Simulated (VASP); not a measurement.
# Mg in VASP: a series of runs

The runs below take Mg through electric field gradients, with PBE, RPBE+D3(BJ).

All numbers are computed with VASP 6.6.1; they aren't measurements. Logs are shortened: lines on timing, memory, paths and dates and some standing lists are left out, and cuts for length are marked.

### 1 The cell of the first run

It takes space group R-3m (No. 166, trigonal). Conventional cell: a = 4.145 Å, b = 4.145 Å, c = 2.596 Å, α = 90.00°, β = 90.00°, γ = 120.00°. Within 3.4 Å of Mg (site symmetry -3m) lie 14 Mg at 2.54 to 2.95 Å.

### 2 Electric field gradients, PBE (equal xy, yz and zx shear strains of +1.5 %)

File INCAR:

```
PREC = Accurate
ENCUT = 520
EDIFF = 1E-8
ISMEAR = -1
SIGMA = 0.03
LREAL = F
LASPH = T
NELM = 80
ALGO = Normal
ISIF = 2
LWAVE = F
LCHARG = F
GGA = PE
LEFG = T
NBANDS = 7
```

File KPOINTS:

```
Automatic mesh
0
Gamma
  19 19 19
```

File POSCAR:

```
Mg
1.0
   -1.4543525000      1.4765000000      1.4765000000
    1.4765000000     -1.4543525000      1.4765000000
    1.4765000000      1.4765000000     -1.4543525000
Mg
1
Direct
    0.0000000000      0.0000000000      0.0000000000
```

Potentials or basis: VASP PAW PBE potentials, release 64 (Mg).

The run is started by

```console
cat potpaw_PBE.64/Mg/POTCAR > POTCAR
mpirun -np 1 vasp_std > vasp.out
```

OUTCAR:

```text
PREC = Accurate
   ENCUT = 520
   EDIFF = 1E-8
   ISMEAR = -1
   LREAL = F
   LASPH = T
   NELM = 80
   ISIF = 2
   GGA = PE

 ion  position               nearest neighbor table
   1  0.000  0.000  0.000-

  LATTYP: Found a trigonal (rhomboedric) cell.
 ALAT       =     2.5446504071
 COS(alpha) =    -0.3265745861

  Lattice vectors:

 A1 = (  -1.4543525000,   1.4765000000,   1.4765000000)
 A2 = (   1.4765000000,  -1.4543525000,   1.4765000000)
 A3 = (   1.4765000000,   1.4765000000,  -1.4543525000)

Analysis of symmetry for initial positions (statically):
=====================================================================
 Subroutine PRICEL returns:
 Original cell was already a primitive cell.

 Routine SETGRP: Setting up the symmetry group for a
 trigonal (rhombohedral) supercell.

 Subroutine GETGRP returns: Found 12 space group operations
 (whereof 12 operations were pure point group operations)
 out of a pool of 12 trial point group operations.

The static configuration has the point symmetry D_3d.

Analysis of symmetry for dynamics (positions and initial velocities):
=====================================================================
 Subroutine PRICEL returns:
 Original cell was already a primitive cell.

 Routine SETGRP: Setting up the symmetry group for a
 trigonal (rhombohedral) supercell.

 Subroutine GETGRP returns: Found 12 space group operations
 (whereof 12 operations were pure point group operations)
 out of a pool of 12 trial point group operations.

The dynamic configuration has the point symmetry D_3d.

 Subroutine INISYM returns: Found 12 space group operations
 (whereof 12 operations are pure point group operations),
 and found     1 'primitive' translations

----------------------------------------------------------------------------------------

                                     Primitive cell

  volume of cell :      12.8732

  direct lattice vectors                    reciprocal lattice vectors
    -1.454352500  1.476500000  1.476500000    -0.005042330  0.336155325  0.336155325
     1.476500000 -1.454352500  1.476500000     0.336155325 -0.005042330  0.336155325
     1.476500000  1.476500000 -1.454352500     0.336155325  0.336155325 -0.005042330

  length of vectors
[... 108 lines left out ...]
   IVDW    =     0    specifies the selected vdW correction
   LEPSILON=     F    determine dielectric tensor
   LRPA    =     F    only Hartree local field effects (RPA)
 non-spin polarized calculation
  energy-cutoff  :      520.00
  volume of cell :       12.87
 maximum number of plane-waves:       370
   NGX =  9   NGY =  9   NGZ =  9

 number of electron       2.0000000 magnetization

 Free energy of the ion-electron system (eV)
  ---------------------------------------------------
  ext. energy  EPLUGINS =         0.00000000
  ---------------------------------------------------
  free energy    TOTEN  =        -0.24441799 eV

  energy without entropy =       -0.24345006  energy(sigma->0) =       -0.24393403

 E-fermi :   6.6166     XC(G=0): -10.4956

 val. band max:        6.6127968040   @ k =   0.3684   0.1053   0.1053
 cond. band min:       6.6244009943   @ k =  -0.4211  -0.4737   0.0526
 fundamental gap:      0.0116041903
 Fermi energy:         6.6166355619

 k-point     1 :       0.0000    0.0000    0.0000
  band No.  band energies     occupation
      1      -3.2695      2.00000
      2      23.8651      0.00000
      3      23.8651      0.00000
      4      24.2450      0.00000
      5      26.8468      0.00000
      6      26.8468      0.00000
      7      28.2581      0.00000
[... 221 lines left out ...]
 k-point    24 :      -0.2632    0.0526   -0.0000
  band No.  band energies     occupation
      1      -1.2909      2.00000
      2      14.5885      0.00000
      3      19.1322      0.00000
      4      22.6233      0.00000
      5      23.2524      0.00000
      6      26.0266      0.00000
      7      30.5083      0.00000

 [... further k-points ...]
[... 5 lines left out ...]
  --------------------------------------------------------------------------------------
  -------------------------------------------------------------------------------------
  Total        5.1060687      5.1060687      5.1060687     -0.1562012     -0.1562012     -0.1562012
  in kB      635.4916021    635.4916021    635.4916021    -19.4405003    -19.4405003    -19.4405003
  external PRESSURE =     635.4916021 kB  Pullay stress =       0.0000000 kB

 VOLUME and BASIS-vectors are now :
 -----------------------------------------------------------------------------
  energy-cutoff  :      520.00
  volume of cell :       12.87
      direct lattice vectors                 reciprocal lattice vectors
    -1.454352500  1.476500000  1.476500000    -0.005042330  0.336155325  0.336155325
     1.476500000 -1.454352500  1.476500000     0.336155325 -0.005042330  0.336155325
     1.476500000  1.476500000 -1.454352500     0.336155325  0.336155325 -0.005042330

 POSITION                                       TOTAL-FORCE (eV/Angst)
 -----------------------------------------------------------------------------------
      0.00000      0.00000      0.00000         0.000000     -0.000000     -0.000000
 -----------------------------------------------------------------------------------
    total drift:                                0.000000      0.000000     -0.000000

  FREE ENERGIE OF THE ION-ELECTRON SYSTEM (eV)
  ---------------------------------------------------
  free  energy   TOTEN  =        -0.2444179907 eV

  energy  without entropy=       -0.2434500645  energy(sigma->0) =       -0.24393403

 Electric field gradients (V/A^2)
---------------------------------------------------------------------
 ion       V_xx      V_yy      V_zz      V_xy      V_xz      V_yz
---------------------------------------------------------------------
   1      -0.000    -0.000    -0.000     0.443     0.443     0.443
---------------------------------------------------------------------

 Electric field gradients after diagonalization (V/A^2)
 (convention: |V_zz| > |V_xx| > |V_yy|)
----------------------------------------------------------------------
 ion       V_xx      V_yy      V_zz     asymmetry (V_yy - V_xx)/ V_zz
----------------------------------------------------------------------
   1      -0.443    -0.443     0.886       0.000
----------------------------------------------------------------------

           NMR quadrupolar parameters

 Cq : quadrupolar parameter    Cq=e*Q*V_zz/h
 eta: asymmetry parameters     (V_yy - V_xx)/ V_zz
 Q  : nuclear electric quadrupole moment in mb (millibarn)
----------------------------------------------------------------------
 ion       Cq(MHz)       eta       Q (mb)
----------------------------------------------------------------------
   1       0.002       0.000       1.000
----------------------------------------------------------------------
```

stdout:

```text
POSCAR found type information on POSCAR Mg
 POSCAR found :  1 types and       1 ions
 scaLAPACK will be used
 LDA part: xc-table for (Slater+PW92), standard interpolation
 POSCAR, INCAR and KPOINTS ok, starting setup
 FFT: planning ... GRIDC
 FFT: planning ... GRID_SOFT
 FFT: planning ... GRID
 WAVECAR not read
 entering main loop
ion   1
```

It took 40 s on 1 thread of Intel Xeon Platinum 8259CL at 2.50GHz (Skylake/Cascade Lake), shared host; peak memory 0.18 GiB.

Results:

| Item | Value |
| --- | --- |
| Free energy | -0.2444 eV |
| Pressure | 63.5 GPa |
| Band gap on the k mesh | zero (bands 1 and 2 overlap by 4.32 eV) |
| Largest electric field gradient by atom | Mg +0.9 V/Å² |

Electric field gradients, principal values (V/Å²):
| atom | least | middle | greatest (by size) |
| --- | --- | --- | --- |
| 1 Mg | -0.443 | -0.443 | 0.886 |

Caveat: the cell differs from its parent crystal (equal xy, yz and zx shear strains of +1.5 %); the cell stands under pressure; without QUAD_EFG the Cq values of the log hold for a quadrupole moment of 1 mb, not for the nuclei.

### 3 Electric field gradients, RPBE+D3(BJ)

File INCAR:

```
ALGO     = Normal         # electronic algorithm
EDIFF    = 1E-8           # SCF threshold, eV
ENCUT    = 520            # plane-wave cutoff, eV
GGA      = RP             # functional
ISIF     = 2              # what is computed and relaxed
ISMEAR   = -1             # smearing method
IVDW     = 12             # dispersion correction
LASPH    = T              # aspherical terms in the spheres
LCHARG   = F              # write CHGCAR
LEFG     = T            
LREAL    = F              # projectors in reciprocal space
LWAVE    = F              # write WAVECAR
NBANDS   = 7              # bands
NELM     = 100            # most SCF steps
PREC     = Accurate       # precision mode
SIGMA    = 0.03           # smearing width, eV
```

File KPOINTS:

```
k-points
0
Gamma
  19 19 19
```

POSCAR is that of step 2.

Potentials or basis: VASP PAW PBE potentials, release 64 (Mg).

The run is started by

```console
cat potpaw_PBE.64/Mg/POTCAR > POTCAR
mpirun -np 1 vasp_std > vasp.out
```

OUTCAR:

```text
EDIFF = 1E-8
   ENCUT = 520
   GGA = RP
   ISIF = 2
   ISMEAR = -1
   IVDW = 12
   LASPH = T
   LREAL = F
   NELM = 100
   PREC = Accurate
 IVDW          = 12

 ion  position               nearest neighbor table
   1  0.000  0.000  0.000-

  LATTYP: Found a trigonal (rhomboedric) cell.
 ALAT       =     2.5446504071
 COS(alpha) =    -0.3265745861

  Lattice vectors:

 A1 = (  -1.4543525000,   1.4765000000,   1.4765000000)
 A2 = (   1.4765000000,  -1.4543525000,   1.4765000000)
 A3 = (   1.4765000000,   1.4765000000,  -1.4543525000)

Analysis of symmetry for initial positions (statically):
=====================================================================
 Subroutine PRICEL returns:
 Original cell was already a primitive cell.

 Routine SETGRP: Setting up the symmetry group for a
[... 426 lines left out ...]
  external pressure =      323.72 kB  Pullay stress =        0.00 kB

 VOLUME and BASIS-vectors are now :
 -----------------------------------------------------------------------------
  energy-cutoff  :      520.00
  volume of cell :       12.87
      direct lattice vectors                 reciprocal lattice vectors
    -1.454352500  1.476500000  1.476500000    -0.005042330  0.336155325  0.336155325
     1.476500000 -1.454352500  1.476500000     0.336155325 -0.005042330  0.336155325
     1.476500000  1.476500000 -1.454352500     0.336155325  0.336155325 -0.005042330

 POSITION                                       TOTAL-FORCE (eV/Angst)
 -----------------------------------------------------------------------------------
      0.00000      0.00000      0.00000         0.000000      0.000000     -0.000000
 -----------------------------------------------------------------------------------
    total drift:                                0.000000      0.000000      0.000000

  FREE ENERGIE OF THE ION-ELECTRON SYSTEM (eV)
  ---------------------------------------------------
  free  energy   TOTEN  =        -2.6113671991 eV

  energy  without entropy=       -2.6104172910  energy(sigma->0) =       -2.61089225

 Electric field gradients (V/A^2)
---------------------------------------------------------------------
 ion       V_xx      V_yy      V_zz      V_xy      V_xz      V_yz
---------------------------------------------------------------------
   1      -0.000    -0.000     0.000     0.404     0.404     0.404
---------------------------------------------------------------------

 Electric field gradients after diagonalization (V/A^2)
 (convention: |V_zz| > |V_xx| > |V_yy|)
----------------------------------------------------------------------
 ion       V_xx      V_yy      V_zz     asymmetry (V_yy - V_xx)/ V_zz
----------------------------------------------------------------------
   1      -0.404    -0.404     0.808       0.000
----------------------------------------------------------------------

           NMR quadrupolar parameters

 Cq : quadrupolar parameter    Cq=e*Q*V_zz/h
 eta: asymmetry parameters     (V_yy - V_xx)/ V_zz
 Q  : nuclear electric quadrupole moment in mb (millibarn)
----------------------------------------------------------------------
 ion       Cq(MHz)       eta       Q (mb)
----------------------------------------------------------------------
   1       0.002       0.000       1.000
----------------------------------------------------------------------
```

Wall time 38 s (1 thread of Intel Xeon Platinum 8259CL at 2.50GHz (Skylake/Cascade Lake), shared host); peak memory 0.19 GiB.

What came out:

```
Free energy                             : -2.6114 eV
Pressure                                : 32.4 GPa
Band gap on the k mesh                  : zero (bands 1 and 2 overlap by 4.28 eV)
Largest electric field gradient by atom : Mg +0.8 V/Å²
Dispersion energy per atom              : -2.657 eV
```

Levels at points of the mesh, in eV from the Fermi level:
| k point | band 1 | band 2 | band 3 | band 4 |
| --- | --- | --- | --- | --- |
| (0.00, 0.00, 0.00) | -9.89 | 17.34 | 17.34 | 17.71 |

Electric field gradients, principal values (V/Å²):
| atom | least | middle | greatest (by size) |
| --- | --- | --- | --- |
| 1 Mg | -0.404 | -0.404 | 0.808 |

Caveat: the cell stands under pressure; the dispersion term is far too large for a dense solid, which distorts pressure and volume; without QUAD_EFG the Cq values of the log hold for a quadrupole moment of 1 mb, not for the nuclei; the PAW data sets were made with another functional, which shifts forces and pressure a little.

### 4 Electric field gradients, PBE (xy shear strain of +2 %)

File INCAR:

```
SYSTEM = Mg
ALGO     = Normal         ! electronic algorithm
EDIFF    = 1E-8           ! SCF threshold, eV
ENCUT    = 520            ! plane-wave cutoff, eV
GGA      = PE             ! functional
ISIF     = 2              ! what is computed and relaxed
ISMEAR   = -1             ! smearing method
LASPH    = .True.         ! aspherical terms in the spheres
LCHARG   = .False.        ! write CHGCAR
LEFG     = .True.       
LREAL    = .False.        ! projectors in reciprocal space
LWAVE    = .False.        ! write WAVECAR
NBANDS   = 7              ! bands
NELM     = 100            ! most SCF steps
PREC     = Accurate       ! precision mode
SIGMA    = 0.03           ! smearing width, eV
```

File KPOINTS:

```
k-points
0
Gamma
  19 19 19
  0 0 0
```

File POSCAR:

```
Mg
1.0
   -1.4617350000      1.4617350000      1.4765000000
    1.4617350000     -1.4617350000      1.4765000000
    1.4912650000      1.4912650000     -1.4765000000
Mg
1
Direct
    0.0000000000      0.0000000000      0.0000000000
```

Potentials or basis: VASP PAW PBE potentials, release 64 (Mg).

The run is started by

```console
cat potpaw_PBE.64/Mg/POTCAR > POTCAR
mpirun -np 1 vasp_std > vasp.out
```

OUTCAR:

```text
SYSTEM = Mg
   EDIFF = 1E-8
   ENCUT = 520
   GGA = PE
   ISIF = 2
   ISMEAR = -1
   LASPH = .True.
   LREAL = .False.
   NELM = 100
   PREC = Accurate

 ion  position               nearest neighbor table
   1  0.000  0.000  0.000-

  LATTYP: Found a face centered orthorhombic cell.
 ALAT       =     2.9530000000
 B/A-ratio  =     1.4000714267
 C/A-ratio  =     1.4283556980

  Lattice vectors:

 A1 = (   2.9530000000,   0.0295300000,   0.0000000000)
[... 446 lines left out ...]
    total drift:                                0.000000     -0.000000     -0.000000

  FREE ENERGIE OF THE ION-ELECTRON SYSTEM (eV)
  ---------------------------------------------------
  free  energy   TOTEN  =        -0.2461291651 eV

  energy  without entropy=       -0.2451357575  energy(sigma->0) =       -0.24563246

 Electric field gradients (V/A^2)
---------------------------------------------------------------------
 ion       V_xx      V_yy      V_zz      V_xy      V_xz      V_yz
---------------------------------------------------------------------
   1      -0.006    -0.006     0.011     0.643     0.000     0.000
---------------------------------------------------------------------

 Electric field gradients after diagonalization (V/A^2)
 (convention: |V_zz| > |V_xx| > |V_yy|)
----------------------------------------------------------------------
 ion       V_xx      V_yy      V_zz     asymmetry (V_yy - V_xx)/ V_zz
----------------------------------------------------------------------
   1       0.638     0.011    -0.649       0.965
----------------------------------------------------------------------

           NMR quadrupolar parameters

 Cq : quadrupolar parameter    Cq=e*Q*V_zz/h
 eta: asymmetry parameters     (V_yy - V_xx)/ V_zz
 Q  : nuclear electric quadrupole moment in mb (millibarn)
----------------------------------------------------------------------
 ion       Cq(MHz)       eta       Q (mb)
----------------------------------------------------------------------
   1      -0.002       0.965       1.000
----------------------------------------------------------------------
```

OSZICAR:

```text
N       E                     dE             d eps       ncg     rms          rms(c)
DAV:   1     0.720653254994E+00    0.72065E+00   -0.96312E+02 15820   0.208E+02
DAV:   2    -0.280286676026E+00   -0.10009E+01   -0.95888E+00 19495   0.147E+01
DAV:   3    -0.282846160253E+00   -0.25595E-02   -0.25580E-02 16429   0.842E-01
DAV:   4    -0.282849556914E+00   -0.33967E-05   -0.33966E-05 20013   0.221E-02
DAV:   5    -0.282849565654E+00   -0.87405E-08   -0.85765E-08 16940   0.728E-04    0.770E-01
DAV:   6    -0.260532126672E+00    0.22317E-01   -0.38176E-04 16527   0.127E-01    0.491E-01
DAV:   7    -0.246298906998E+00    0.14233E-01   -0.73608E-04 15981   0.192E-01    0.199E-02
DAV:   8    -0.246142700909E+00    0.15621E-03   -0.22290E-05 16898   0.284E-02    0.582E-03
DAV:   9    -0.246128875546E+00    0.13825E-04   -0.46226E-06 16478   0.124E-02    0.767E-04
DAV:  10    -0.246129117033E+00   -0.24149E-06   -0.75919E-08 15967   0.166E-03    0.592E-05
DAV:  11    -0.246129162214E+00   -0.45181E-07   -0.46443E-10 12082   0.142E-04    0.139E-05
DAV:  12    -0.246129165109E+00   -0.28950E-08   -0.23887E-11  7553   0.278E-05
   1 F= -.24612917E+00 E0= -.24563246E+00  d E =-.993408E-03
```

stdout:

```text
POSCAR found type information on POSCAR Mg
 POSCAR found :  1 types and       1 ions
 scaLAPACK will be used
 LDA part: xc-table for (Slater+PW92), standard interpolation
 POSCAR, INCAR and KPOINTS ok, starting setup
 FFT: planning ... GRIDC
 FFT: planning ... GRID_SOFT
 FFT: planning ... GRID
 WAVECAR not read
 entering main loop
ion   1
```

It took 54 s on 1 thread of Intel Xeon Platinum 8259CL at 2.50GHz (Skylake/Cascade Lake), shared host; peak memory 0.21 GiB.

What came out:

```yaml
Free_energy: -0.2461 eV
Pressure: 63.5 GPa
Band_gap_on_the_k_mesh: zero (bands 1 and 2 overlap by 4.36 eV)
Largest_electric_field_gradient_by_atom: Mg -0.6 V/Å²
```

Stress tensor (GPa, compression positive):
```
63.56 -2.65  0.00
-2.65 63.56  0.00
 0.00  0.00 63.47
```

Electric field gradients, principal values (V/Å²):
```
atom  least  middle  greatest (by size)
1 Mg  0.011   0.638              -0.649
```

Caveat: the cell differs from its parent crystal (xy shear strain of +2 %); the cell stands under pressure; without QUAD_EFG the Cq values of the log hold for a quadrupole moment of 1 mb, not for the nuclei.

### 5 Summary

| level | cell | gap on the mesh (eV) | pressure (GPa) |
| --- | --- | --- | --- |
| PBE | a = 2.545 Å, angles 109.1°, 1 atom | none | 63.5 |
| RPBE+D3(BJ) | a = 2.545 Å, angles 109.1°, 1 atom | none | 32.4 |
| PBE | a = 2.540, b = 2.540, c = 2.574 Å, angles 109.5, 109.5, 108.9°, 1 atom | none | 63.5 |

Alike in all rows: task electric field gradients; potentials or basis VASP PAW PBE potentials, release 64 (Mg); no spin polarisation; k mesh 19 × 19 × 19; cutoff (eV) 520; smearing fermi-dirac 0.03 eV.

Caveats: the cell stands under pressure; the dispersion term is far too large for a dense solid, which distorts pressure and volume (at least some runs); the PAW data sets were made with another functional, which shifts forces and pressure a little (at least some runs).

Absolute energies hang on the potentials; compare differences alone.

The gap in the log of VASP goes by the Fermi energy; the results here count the filled bands.